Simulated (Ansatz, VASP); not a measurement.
Two plane-wave programs on PbS

```xyz
4
Lattice="2.0494 -5.7987 0.0000 2.0494 5.7987 0.0000 0.0000 0.0000 4.2341" Properties=species:S:1:pos:R:3 pbc="T T T"
Pb    2.0494   -4.3247    3.1755
Pb    2.0494    4.3247    1.0585
S     2.0494   -1.6355    3.1755
S     2.0494    1.6355    1.0585
```

Alike in both runs: functional PBEsol; k mesh 8 × 8 × 6; occupations gaussian, width 0.02 eV; no spin polarisation.

Ansatz relaxed the structure, and its values are those at the end. VASP's run is a single point on that final structure, the one shown.

```csv
,VASP,Ansatz
version,VASP 6.6.1,Ansatz 0.2.0
potentials or method,"VASP PAW PBE potentials, release 64 (Pb_d, S), cutoff 520 eV","scalar-relativistic, plane waves, PAW"
valence electrons in the cell,40,40
```

Ansatz gave:

| Quantity | Value |
| --- | --- |
| gap on the k mesh at the Fermi level (eV) | 1.09 |
| least direct gap on the mesh (eV) | 1.15 |
| pressure (GPa) | 0.0 |

What did VASP give for the same quantities?

gap on the k mesh at the Fermi level (eV): 1.09; least direct gap on the mesh (eV): 1.16; pressure (GPa): 0.0.

VASP's potentials were made for PBE, not for PBEsol. With one functional, cell and mesh, what is left measures potentials, basis and numerics.

Spin-orbit coupling is off throughout.
